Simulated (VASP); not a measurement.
# Ta in VASP: notebook

Runs on Ta. Level: PBEsol. Tasks: single point.

All numbers are computed with VASP 6.6.1; they aren't measurements. Logs are shortened: lines on timing, memory, paths and dates and some standing lists are left out, and cuts for length are marked.

### 1 The cell of the first run

The structure is cubic, space group Im-3m (No. 229). The conventional cell has a = 3.385 Å, b = 3.385 Å, c = 3.385 Å, α = 90.00°, β = 90.00°, γ = 90.00°. Within 3.9 Å of Ta (site symmetry m-3m) lie 14 Ta at 2.93 to 3.39 Å.

### 2 Single point, PBEsol (strain +0.025 along x and y, +0.025 along z)

Contents of INCAR:

```
SYSTEM = Ta
PREC = Accurate
ENCUT = 520
EDIFF = 1E-6
ISMEAR = 0
SIGMA = 0.15
LREAL = .FALSE.
LASPH = .TRUE.
NELM = 80
ALGO = Normal
ISIF = 2
LWAVE = .FALSE.
LCHARG = .FALSE.
GGA = PS
NBANDS = 12
```

Contents of KPOINTS:

```
Automatic mesh
0
G
  20 20 20
  0 0 0
```

Contents of POSCAR:

```
Ta
1.0
   -1.6925620000      1.6925620000      1.6925620000
    1.6925620000     -1.6925620000      1.6925620000
    1.6925620000      1.6925620000     -1.6925620000
Ta
1
Direct
    0.0000000000      0.0000000000      0.0000000000
```

Potentials or basis: VASP PAW PBE potentials, release 64 (Ta_pv).

Run with:

```bash
$ cat potpaw_PBE.64/Ta_pv/POTCAR > POTCAR
$ mpirun -np 1 vasp_std > vasp.out
```

OUTCAR:

```text
SYSTEM = Ta
   PREC = Accurate
   ENCUT = 520
   EDIFF = 1E-6
   ISMEAR = 0
   LREAL = .FALSE.
   LASPH = .TRUE.
   NELM = 80
   ISIF = 2
   GGA = PS

 ion  position               nearest neighbor table
   1  0.000  0.000  0.000-

  LATTYP: Found a body centered cubic cell.
 ALAT       =     3.3851240000

  Lattice vectors:

 A1 = (  -1.6925620000,   1.6925620000,   1.6925620000)
 A2 = (   1.6925620000,  -1.6925620000,   1.6925620000)
 A3 = (   1.6925620000,   1.6925620000,  -1.6925620000)

Analysis of symmetry for initial positions (statically):
=====================================================================
 Subroutine PRICEL returns:
 Original cell was already a primitive cell.

 Routine SETGRP: Setting up the symmetry group for a
 body centered cubic supercell.

 Subroutine GETGRP returns: Found 48 space group operations
 (whereof 48 operations were pure point group operations)
 out of a pool of 48 trial point group operations.

The static configuration has the point symmetry O_h .

Analysis of symmetry for dynamics (positions and initial velocities):
=====================================================================
 Subroutine PRICEL returns:
 Original cell was already a primitive cell.

 Routine SETGRP: Setting up the symmetry group for a
 body centered cubic supercell.

 Subroutine GETGRP returns: Found 48 space group operations
 (whereof 48 operations were pure point group operations)
 out of a pool of 48 trial point group operations.

The dynamic configuration has the point symmetry O_h .

 Subroutine INISYM returns: Found 48 space group operations
 (whereof 48 operations are pure point group operations),
 and found     1 'primitive' translations

----------------------------------------------------------------------------------------

                                     Primitive cell

  volume of cell :      19.3952

  direct lattice vectors                    reciprocal lattice vectors
    -1.692562000  1.692562000  1.692562000     0.000000000  0.295410153  0.295410153
     1.692562000 -1.692562000  1.692562000     0.295410153  0.000000000  0.295410153
     1.692562000  1.692562000 -1.692562000     0.295410153  0.295410153  0.000000000

  length of vectors
     2.931603379  2.931603379  2.931603379     0.417773045  0.417773045  0.417773045

  position of ions in fractional coordinates (direct lattice)
     0.000000000  0.000000000  0.000000000

  ion indices of the primitive-cell ions
   primitive index   ion index
                 1           1
[... 68 lines left out ...]
   LSORBIT =      F    spin-orbit coupling
   LASPH  =      T    aspherical Exc in radial PAW
   ENCUT  =  520.0 eV  38.22 Ry    6.18 a.u.   5.45  5.45  5.45*2*pi/ulx,y,z
   NELM   =     80;   NELMIN=  2; NELMDL= -5     # of ELM steps
   EDIFF  = 0.1E-05   stopping-criterion for ELM
   LREAL  =      F    real-space projection
[... 7 lines left out ...]
   TEBEG  =    0.0;   TEEND  =   0.0 temperature during run
   PSTRESS=    0.0 pullay stress
   NELECT =      11.0000    total number of electrons
   NUPDOWN=      -1.0000    fix difference up-down
   EMIN   =  10.00;   EMAX   =-10.00  energy-range for DOS
   EFERMI =   0.00;   METHOD = LEGACY
   ISMEAR =     0;   SIGMA  =   0.15  broadening in eV -4-tet -1-fermi 0-gaus
   EFERMI_NEDOS =   21; number of points for ismear=-14 and -15
   IALGO  =     38    algorithm
   IMIX   =      4    mixing-type and parameters
     AMIX     =   0.40;   BMIX     =  1.00
     AMIX_MAG =   1.60;   BMIX_MAG =  1.00
  volume/ion in A,a.u.               =      19.40       130.89
  Fermi-wavevector in a.u.,A,eV,Ry     =   1.355110  2.560786 24.984684  1.836322
  Thomas-Fermi vector in A             =   2.482225
   LORBIT       =      0    0 simple, 1 ext, 2 COOP (PROOUT), +10 PAW based schemes
   GGA     = PS    functional components
   LHFCALC =     F    Hartree Fock is set to
   AEXX    =    0.0000 exact exchange contribution
   IVDW    =     0    specifies the selected vdW correction
   LEPSILON=     F    determine dielectric tensor
   LRPA    =     F    only Hartree local field effects (RPA)
 non-spin polarized calculation
 Gauss-broadening in eV      SIGMA  =   0.15
  energy-cutoff  :      520.00
  volume of cell :       19.40
 maximum number of plane-waves:       541
 NGX is ok and might be reduce to    24
   NGX = 11   NGY = 11   NGZ = 11

 number of electron      10.9999999 magnetization

 Free energy of the ion-electron system (eV)
  ---------------------------------------------------
  ext. energy  EPLUGINS =         0.00000000
  ---------------------------------------------------
  free energy    TOTEN  =       -12.46632123 eV

  energy without entropy =      -12.45064896  energy(sigma->0) =      -12.45848509

 E-fermi :   4.7401     XC(G=0): -12.3543

 val. band max:        4.7400725326   @ k =  -0.2500   0.4000   0.1000
 cond. band min:       4.7561479025   @ k =  -0.2000   0.2500   0.1500
 fundamental gap:      0.0160753700
 Fermi energy:         4.7401012090

 k-point     1 :       0.0000    0.0000    0.0000
  band No.  band energies     occupation
      1     -28.5805      2.00000
      2     -28.5805      2.00000
      3     -28.5805      2.00000
      4      -2.8963      2.00000
      5       5.4523      0.00000
      6       5.4523      0.00000
      7       5.4523      0.00000
      8       8.4640      0.00000
      9       8.4640      0.00000
     10      19.1380      0.00000
     11      19.4354      0.00000
     12      19.4354      0.00000
[... 331 lines left out ...]
 k-point    24 :       0.2500    0.1000    0.0000
  band No.  band energies     occupation
      1     -29.2082      2.00000
      2     -28.7894      2.00000
      3     -28.6152      2.00000
      4       0.1488      2.00000
      5       3.9817      2.00000
      6       4.3557      1.99971
      7       7.8144      0.00000
      8       8.9981      0.00000
      9       9.1727      0.00000
     10      18.2949      0.00000
     11      19.1347      0.00000
     12      19.5874      0.00000

 [... further k-points ...]
[... 5 lines left out ...]
  --------------------------------------------------------------------------------------
  -------------------------------------------------------------------------------------
  Total       -1.9620990     -1.9620990     -1.9620990      0.0000000      0.0000000      0.0000000
  in kB     -162.0831014   -162.0831014   -162.0831014      0.0000000      0.0000000      0.0000000
  external PRESSURE =    -162.0831014 kB  Pullay stress =       0.0000000 kB

 VOLUME and BASIS-vectors are now :
 -----------------------------------------------------------------------------
  energy-cutoff  :      520.00
  volume of cell :       19.40
      direct lattice vectors                 reciprocal lattice vectors
    -1.692562000  1.692562000  1.692562000     0.000000000  0.295410153  0.295410153
     1.692562000 -1.692562000  1.692562000     0.295410153  0.000000000  0.295410153
     1.692562000  1.692562000 -1.692562000     0.295410153  0.295410153  0.000000000

 POSITION                                       TOTAL-FORCE (eV/Angst)
 -----------------------------------------------------------------------------------
      0.00000      0.00000      0.00000        -0.000000      0.000000     -0.000000
 -----------------------------------------------------------------------------------
    total drift:                                0.000000      0.000000      0.000000

  FREE ENERGIE OF THE ION-ELECTRON SYSTEM (eV)
  ---------------------------------------------------
  free  energy   TOTEN  =       -12.4663212329 eV

  energy  without entropy=      -12.4506489551  energy(sigma->0) =      -12.45848509
```

It took 49 s on 1 thread of Intel Xeon 8259CL, shared host; peak memory 0.18 GiB.

What came out:

```yaml
Free_energy: -12.4663 eV
Pressure: -16.2 GPa
Band_gap_on_the_k_mesh: zero (an odd number of electrons rules out a gap without spin polarisation)
```

Caveat: the cell differs from its parent crystal (strain +0.025 along x and y, +0.025 along z); the cell stands under tension; the PAW data sets were made with another functional, which shifts forces and pressure a little; spin-orbit coupling is left out, which moves the levels of the heavy elements.

### 3 Single point, PBEsol (strain +0.050 along x and y, +0.050 along z)

Contents of INCAR:

```
  PREC = Accurate
  ENCUT = 520
  EDIFF = 1E-6
  ISMEAR = 0
  SIGMA = 0.15
  LREAL = False
  LASPH = True
  NELM = 60
  ALGO = Fast
  ISIF = 2
  LWAVE = False
  LCHARG = False
  GGA = PS
  NBANDS = 12
```

Contents of KPOINTS:

```
regular mesh
0
Gamma
  20 20 20
```

Contents of POSCAR:

```
Ta
1.0
   -1.7338440000      1.7338440000      1.7338440000
    1.7338440000     -1.7338440000      1.7338440000
    1.7338440000      1.7338440000     -1.7338440000
Ta
1
Direct
    0.0000000000      0.0000000000      0.0000000000
```

Potentials or basis: VASP PAW PBE potentials, release 64 (Ta_pv).

Run with:

```bash
$ cat potpaw_PBE.64/Ta_pv/POTCAR > POTCAR
$ mpirun -np 1 vasp_std > vasp.out
```

Run time: 64 s. Hardware: 1 thread of Intel Xeon 8259CL, shared host; peak memory 0.19 GiB.

The run converged. Its results:

| Item | Value |
| --- | --- |
| Free energy | -12.2765 eV |
| Pressure | -25.1 GPa |
| Band gap on the k mesh | zero (an odd number of electrons rules out a gap without spin polarisation) |

Levels at points of the mesh, in eV from the Fermi level:
| k point | band 3 | band 4 | band 5 | band 6 | band 7 | band 8 | band 9 | band 10 |
| --- | --- | --- | --- | --- | --- | --- | --- | --- |
| (0.00, 0.00, 0.00) | -33.61 | -7.35 | 0.68 | 0.68 | 0.68 | 3.45 | 3.45 | 14.35 |
| (0.50, 0.00, 0.00) | -33.61 | -3.80 | -1.19 | 1.06 | 3.26 | 4.12 | 6.44 | 9.50 |
| (0.50, 0.50, 0.50) | -34.12 | -3.04 | -3.04 | 5.69 | 5.69 | 5.69 | 7.44 | 7.44 |

Caveat: the cell differs from its parent crystal (strain +0.050 along x and y, +0.050 along z); the cell stands under tension; the PAW data sets were made with another functional, which shifts forces and pressure a little; spin-orbit coupling is left out, which moves the levels of the heavy elements.

### 4 Single point, PBEsol (strain +0.050 along x and y, +0.000 along z)

Contents of INCAR:

```
PREC = Accurate
ENCUT = 520
EDIFF = 1E-6
ISMEAR = 0
SIGMA = 0.15
LREAL = F
LASPH = T
NELM = 80
ALGO = Fast
ISIF = 2
LWAVE = F
LCHARG = F
GGA = PS
NBANDS = 12
```

Contents of KPOINTS:

```
Automatic mesh
0
Gamma
  20 20 20
```

Contents of POSCAR:

```
Ta
1.0
   -1.7338440000      1.7338440000      1.6512800000
    1.7338440000     -1.7338440000      1.6512800000
    1.7338440000      1.7338440000     -1.6512800000
Ta
1
Direct
    0.0000000000      0.0000000000      0.0000000000
```

Run with:

```bash
$ cat potpaw_PBE.64/Ta_pv/POTCAR > POTCAR
$ mpirun -np 1 vasp_std > vasp.out
```

It took 2.7 min on 1 thread of Intel Xeon 8259CL, shared host; peak memory 0.26 GiB.

Results (log left out):

- Free energy: -12.4075 eV
- Pressure: -19.2 GPa
- Band gap on the k mesh: zero (an odd number of electrons rules out a gap without spin polarisation)

Stress tensor (GPa, compression positive):
```
-20.38   0.00   0.00
  0.00 -20.38   0.00
  0.00   0.00 -16.88
```

Levels at points of the mesh, in eV from the Fermi level:
```
           k point  band 4  band 5  band 6  band 7  band 8  band 9
(0.00, 0.00, 0.00)   -7.56    0.34    0.90    0.90    3.22    3.98
(0.50, 0.00, 0.00)   -3.97   -1.49    1.33    3.54    4.66    6.88
(0.50, 0.50, 0.00)   -4.03   -0.91    1.00    2.96    4.13    6.78
(0.50, 0.50, 0.50)   -3.34   -3.23    6.00    6.00    6.18    7.41
```

Caveat: the cell differs from its parent crystal (strain +0.050 along x and y, +0.000 along z); the cell stands under tension; the PAW data sets were made with another functional, which shifts forces and pressure a little; spin-orbit coupling is left out, which moves the levels of the heavy elements.

### 5 Single point, PBEsol (strain +0.025 along x and y, +0.050 along z)

INCAR: that of step 4 with these lines changed.

```diff
@@ -7,3 +7,3 @@
 LASPH = T
-NELM = 80
+NELM = 100
 ALGO = Fast
```

KPOINTS is that of step 4.

Contents of POSCAR:

```
Ta
1.0
   -1.6925620000      1.6925620000      1.7338440000
    1.6925620000     -1.6925620000      1.7338440000
    1.6925620000      1.6925620000     -1.7338440000
Ta
1
Direct
    0.0000000000      0.0000000000      0.0000000000
```

Run with:

```bash
$ cat potpaw_PBE.64/Ta_pv/POTCAR > POTCAR
$ mpirun -np 1 vasp_std > vasp.out
```

Wall time 2.8 min (1 thread of Intel Xeon 8259CL, shared host); peak memory 0.26 GiB.

Results (log left out):

```
Free energy            : -12.4116 eV
Pressure               : -19.5 GPa
Band gap on the k mesh : zero (an odd number of electrons rules out a gap without spin polarisation)
```

Stress tensor (GPa, compression positive):
```
-18.79   0.00   0.00
  0.00 -18.79   0.00
  0.00   0.00 -20.80
```

Levels at points of the mesh, in eV from the Fermi level:
| k point | band 3 | band 4 | band 5 | band 6 | band 7 | band 8 | band 9 | band 10 |
| --- | --- | --- | --- | --- | --- | --- | --- | --- |
| (0.00, 0.00, 0.00) | -33.42 | -7.55 | 0.62 | 0.62 | 0.88 | 3.45 | 3.80 | 14.32 |
| (0.50, 0.00, 0.00) | -33.42 | -3.99 | -1.20 | 1.17 | 3.30 | 4.35 | 6.85 | 10.14 |
| (0.50, 0.50, 0.00) | -33.43 | -3.96 | -1.48 | 1.32 | 3.69 | 4.50 | 6.91 | 10.28 |
| (0.50, 0.50, 0.50) | -34.01 | -3.30 | -3.24 | 6.00 | 6.09 | 6.09 | 7.42 | 8.02 |

Caveat: the cell differs from its parent crystal (strain +0.025 along x and y, +0.050 along z); the cell stands under tension; the PAW data sets were made with another functional, which shifts forces and pressure a little; spin-orbit coupling is left out, which moves the levels of the heavy elements.

(Part 1 of 2 ends here.)
